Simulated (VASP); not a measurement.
# ZnCu (Pm-3m) in VASP: single point with PBE

Aim: the single point of ZnCu with PBE.

Everything below comes from runs of VASP 6.6.1. Logs are shortened: lines on timing, memory, paths and dates and some standing lists are left out, and cuts for length are marked.

**1. The cell of the first run**

The structure is cubic, space group Pm-3m (No. 221). Conventional cell: a = 2.945 Å, b = 2.945 Å, c = 2.945 Å, α = 90.00°, β = 90.00°, γ = 90.00°. Zn (site symmetry m-3m) has 8 Cu at 2.55 Å and 6 Zn at 2.94 Å within 3.4 Å. Within 3.4 Å of Cu (site symmetry m-3m) lie 8 Zn at 2.55 Å and 6 Cu at 2.94 Å.

**2. Single point, PBE, non-collinear spin, zero start, spin-orbit coupling**

INCAR

```
SYSTEM = ZnCu
ALGO     = Normal         ! electronic algorithm
EDIFF    = 1E-6           ! SCF threshold, eV
ENCUT    = 520            ! plane-wave cutoff, eV
GGA      = PE             ! functional
GGA_COMPAT= .FALSE.      
ISIF     = 2              ! what is computed and relaxed
ISMEAR   = -1             ! smearing method
LASPH    = .TRUE.         ! aspherical terms in the spheres
LCHARG   = .TRUE.         ! write CHGCAR
LMAXMIX  = 4              ! l up to which the mixer works
LNONCOLLINEAR= .TRUE.         ! non-collinear magnetism
LORBIT   = 11             ! projections on sites
LORBMOM  = .TRUE.       
LREAL    = .FALSE.        ! projectors in reciprocal space
LSORBIT  = .TRUE.         ! spin-orbit coupling
LVHAR    = .TRUE.       
LWAVE    = .FALSE.        ! write WAVECAR
MAGMOM   = 0 0 0 0 0 0    ! initial moments
NBANDS   = 35             ! bands
NELM     = 150            ! most SCF steps
PREC     = Accurate       ! precision mode
SIGMA    = 0.05           ! smearing width, eV
```

KPOINTS

```
k-points
0
G
  14 14 14
  0 0 0
```

POSCAR

```
ZnCu
1.0
    2.9450000000      0.0000000000      0.0000000000
    0.0000000000      2.9450000000      0.0000000000
    0.0000000000      0.0000000000      2.9450000000
Zn Cu
1 1
Direct
    0.5000000000      0.5000000000      0.5000000000
    0.0000000000      0.0000000000      0.0000000000
```

Potentials or basis: VASP PAW PBE potentials, release 64 (Zn, Cu).

On the command line:

```sh
$ cat potpaw_PBE.64/Zn/POTCAR potpaw_PBE.64/Cu/POTCAR > POTCAR
$ mpirun -np 1 vasp_ncl > vasp.out
```

OUTCAR:

```text
SYSTEM = ZnCu
   EDIFF = 1E-6
   ENCUT = 520
   GGA = PE
   ISIF = 2
   ISMEAR = -1
   LASPH = .TRUE.
   LNONCOLLINEAR = .TRUE.
   LORBIT = 11
   LREAL = .FALSE.
   LSORBIT = .TRUE.
   NELM = 150
   PREC = Accurate

 ion  position               nearest neighbor table
   1  0.500  0.500  0.500-   2 2.55   2 2.55   2 2.55   2 2.55   2 2.55   2 2.55   2 2.55   2 2.55

   2  0.000  0.000  0.000-   1 2.55   1 2.55   1 2.55   1 2.55   1 2.55   1 2.55   1 2.55   1 2.55

  LATTYP: Found a simple cubic cell.
 ALAT       =     2.9450000000

  Lattice vectors:

 A1 = (   2.9450000000,   0.0000000000,   0.0000000000)
 A2 = (   0.0000000000,   2.9450000000,   0.0000000000)
 A3 = (   0.0000000000,   0.0000000000,   2.9450000000)

Analysis of symmetry for initial positions (statically):
=====================================================================
 Subroutine PRICEL returns:
 Original cell was already a primitive cell.

 Routine SETGRP: Setting up the symmetry group for a
 simple cubic supercell.

 Subroutine GETGRP returns: Found 48 space group operations
 (whereof 48 operations were pure point group operations)
 out of a pool of 48 trial point group operations.

The static configuration has the point symmetry O_h .

Analysis of symmetry for dynamics (positions and initial velocities):
=====================================================================
 Subroutine PRICEL returns:
 Original cell was already a primitive cell.

 Routine SETGRP: Setting up the symmetry group for a
 simple cubic supercell.

 Subroutine GETGRP returns: Found 48 space group operations
 (whereof 48 operations were pure point group operations)
 out of a pool of 48 trial point group operations.

The dynamic configuration has the point symmetry O_h .

Analysis of structural, dynamic, and magnetic symmetry:
=====================================================================
 Subroutine PRICEL returns:
 Original cell was already a primitive cell.

 Routine SETGRP: Setting up the symmetry group for a
 simple cubic supercell.

 Subroutine GETGRP returns: Found 48 space group operations
 (whereof 48 operations were pure point group operations)
 out of a pool of 48 trial point group operations.

The overall configuration has the point symmetry O_h .

 Subroutine INISYM returns: Found 48 space group operations
 (whereof 48 operations are pure point group operations),
 and found     1 'primitive' translations

----------------------------------------------------------------------------------------

                                     Primitive cell

  volume of cell :      25.5421

  direct lattice vectors                    reciprocal lattice vectors
     2.945000000  0.000000000  0.000000000     0.339558574  0.000000000  0.000000000
     0.000000000  2.945000000  0.000000000     0.000000000  0.339558574  0.000000000
     0.000000000  0.000000000  2.945000000     0.000000000  0.000000000  0.339558574

  length of vectors
     2.945000000  2.945000000  2.945000000     0.339558574  0.339558574  0.339558574

  position of ions in fractional coordinates (direct lattice)
     0.500000000  0.500000000  0.500000000
     0.000000000  0.000000000  0.000000000

  ion indices of the primitive-cell ions
   primitive index   ion index
                 1           1
                 2           2

----------------------------------------------------------------------------------------

 KPOINTS: k-points

Automatic generation of k-mesh.
 Grid dimensions read from file:
 generate k-points for:   14   14   14

 Generating k-lattice:

  Cartesian coordinates                     Fractional coordinates (reciprocal lattice)
     0.024254184  0.000000000  0.000000000     0.071428571  0.000000000  0.000000000
     0.000000000  0.024254184  0.000000000     0.000000000  0.071428571  0.000000000
     0.000000000  0.000000000  0.024254184     0.000000000  0.000000000  0.071428571

  Length of vectors
     0.024254184  0.024254184  0.024254184

  Shift w.r.t. Gamma in fractional coordinates (k-lattice)
[... 90 lines left out ...]

 number of electron      23.0000000 magnetization       0.0000000      0.0000000      0.0000000

 number of electron      23.0000000 magnetization       0.0000000     -0.0000000      0.0000000

 Free energy of the ion-electron system (eV)
  ---------------------------------------------------
  ext. energy  EPLUGINS =         0.00000000
  ---------------------------------------------------
  free energy    TOTEN  =        -5.02352561 eV

  energy without entropy =       -5.02063876  energy(sigma->0) =       -5.02208218

 E-fermi :   5.5596     XC(G=0): -12.4021

 val. band max:        5.4705489910   @ k =   0.5000   0.5000   0.2143
 cond. band min:       5.5715887031   @ k =   0.4286   0.3571   0.2143
 fundamental gap:      0.1010397121
 Fermi energy:         5.5596245497

 k-point     1 :       0.0000    0.0000    0.0000
  band No.  band energies     occupation
      1      -4.7968      1.00000
      2      -4.7968      1.00000
      3      -2.3490      1.00000
      4      -2.3490      1.00000
      5      -2.3490      1.00000
      6      -2.3490      1.00000
[... 901 lines left out ...]
     34      21.3514      0.00000
     35      22.2878      0.00000

 [... further k-points ...]
[... 5 lines left out ...]
  --------------------------------------------------------------------------------------
  -------------------------------------------------------------------------------------
  Total        0.4393958      0.4393958      0.4393958      0.0000000      0.0000000     -0.0000000
  in kB       27.5619891     27.5619891     27.5619891      0.0000000      0.0000000     -0.0000000
  external PRESSURE =      27.5619891 kB  Pullay stress =       0.0000000 kB

 VOLUME and BASIS-vectors are now :
 -----------------------------------------------------------------------------
  energy-cutoff  :      520.00
  volume of cell :       25.54
      direct lattice vectors                 reciprocal lattice vectors
     2.945000000  0.000000000  0.000000000     0.339558574  0.000000000  0.000000000
     0.000000000  2.945000000  0.000000000     0.000000000  0.339558574  0.000000000
     0.000000000  0.000000000  2.945000000     0.000000000  0.000000000  0.339558574

 POSITION                                       TOTAL-FORCE (eV/Angst)
 -----------------------------------------------------------------------------------
      1.47250      1.47250      1.47250         0.000000      0.000000      0.000000
      0.00000      0.00000      0.00000         0.000000      0.000000      0.000000
 -----------------------------------------------------------------------------------
    total drift:                                0.000000     -0.000000     -0.000000

  FREE ENERGIE OF THE ION-ELECTRON SYSTEM (eV)
  ---------------------------------------------------
  free  energy   TOTEN  =        -5.0235256060 eV

  energy  without entropy=       -5.0206387607  energy(sigma->0) =       -5.02208218

 orbital moment (x)

 # of ion     p       d       tot
 ----------------------------------------
  1         0.000   0.000   0.000
  2         0.000   0.000   0.000
 ----------------------------------------
            0.000   0.000   0.000

 orbital moment (y)

 # of ion     p       d       tot
 ----------------------------------------
  1         0.000  -0.000  -0.000
  2         0.000   0.000   0.000
 ----------------------------------------
            0.000  -0.000  -0.000

 orbital moment (z)

 # of ion     p       d       tot
 ----------------------------------------
  1         0.000   0.000   0.000
  2         0.000   0.000   0.000
 ----------------------------------------
            0.000   0.000   0.000

 Spin-Orbit-Coupling matrix elements

 Ion:    1  E_soc:     -0.0093661
 l=   1
     0.0000000    -0.0004714    -0.0004714
    -0.0004714     0.0000000    -0.0004714
    -0.0004714    -0.0004714     0.0000000
 l=   2
     0.0000000    -0.0002346     0.0000000    -0.0002346    -0.0008550
    -0.0002346     0.0000000    -0.0006413    -0.0002346    -0.0002138
     0.0000000    -0.0006413     0.0000000    -0.0006413     0.0000000
    -0.0002346    -0.0002346    -0.0006413     0.0000000    -0.0002138
    -0.0008550    -0.0002138     0.0000000    -0.0002138     0.0000000
 l=   3
     0.0000000     0.0000000     0.0000000     0.0000000     0.0000000     0.0000000     0.0000000
     0.0000000     0.0000000     0.0000000     0.0000000     0.0000000     0.0000000     0.0000000
     0.0000000     0.0000000     0.0000000     0.0000000     0.0000000     0.0000000     0.0000000
     0.0000000     0.0000000     0.0000000     0.0000000     0.0000000     0.0000000     0.0000000
     0.0000000     0.0000000     0.0000000     0.0000000     0.0000000     0.0000000     0.0000000
     0.0000000     0.0000000     0.0000000     0.0000000     0.0000000     0.0000000     0.0000000
     0.0000000     0.0000000     0.0000000     0.0000000     0.0000000     0.0000000     0.0000000

 Ion:    2  E_soc:     -0.0121625
 l=   1
     0.0000000    -0.0002934    -0.0002934
    -0.0002934     0.0000000    -0.0002934
    -0.0002934    -0.0002934     0.0000000
 l=   2
     0.0000000    -0.0003449     0.0000000    -0.0003449    -0.0013888
    -0.0003449     0.0000000    -0.0010416    -0.0003449    -0.0003472
     0.0000000    -0.0010416     0.0000000    -0.0010416     0.0000000
    -0.0003449    -0.0003449    -0.0010416     0.0000000    -0.0003472
    -0.0013888    -0.0003472     0.0000000    -0.0003472     0.0000000
 l=   3
     0.0000000     0.0000000     0.0000000     0.0000000     0.0000000     0.0000000     0.0000000
     0.0000000     0.0000000     0.0000000     0.0000000     0.0000000     0.0000000     0.0000000
     0.0000000     0.0000000     0.0000000     0.0000000     0.0000000     0.0000000     0.0000000
     0.0000000     0.0000000     0.0000000     0.0000000     0.0000000     0.0000000     0.0000000
     0.0000000     0.0000000     0.0000000     0.0000000     0.0000000     0.0000000     0.0000000
     0.0000000     0.0000000     0.0000000     0.0000000     0.0000000     0.0000000     0.0000000
     0.0000000     0.0000000     0.0000000     0.0000000     0.0000000     0.0000000     0.0000000

 total charge

# of ion       s       p       d       tot
------------------------------------------
    1        0.581   0.523   9.736  10.841
    2        0.426   0.382   9.179   9.988
--------------------------------------------------
tot          1.007   0.905  18.916  20.828

 magnetization (x)

# of ion       s       p       d       tot
------------------------------------------
    1       -0.000   0.000  -0.000   0.000
    2       -0.000  -0.000  -0.000  -0.000
--------------------------------------------------
tot         -0.000  -0.000  -0.000  -0.000

 magnetization (y)

# of ion       s       p       d       tot
------------------------------------------
    1       -0.000   0.000  -0.000   0.000
    2       -0.000   0.000   0.000   0.000
--------------------------------------------------
tot         -0.000   0.000   0.000   0.000

 magnetization (z)

# of ion       s       p       d       tot
------------------------------------------
    1       -0.000   0.000  -0.000  -0.000
    2        0.000   0.000   0.000   0.000
--------------------------------------------------
tot         -0.000   0.000  -0.000  -0.000
```

It took 4.8 min on 1 thread of Intel Xeon 8259CL, shared host; peak memory 0.31 GiB.

What came out:

```yaml
Free_energy: -5.0235 eV
Pressure: 2.8 GPa
Net_moment: 0.00 μB per cell
Valence_electrons_inside_the_program's_atomic_spheres: Zn 10.84; Cu 9.99
```

Moments on the atoms (μB; x, y, z):
```
Zn  0.00 0.00 0.00
Cu  0.00 0.00 0.00
```
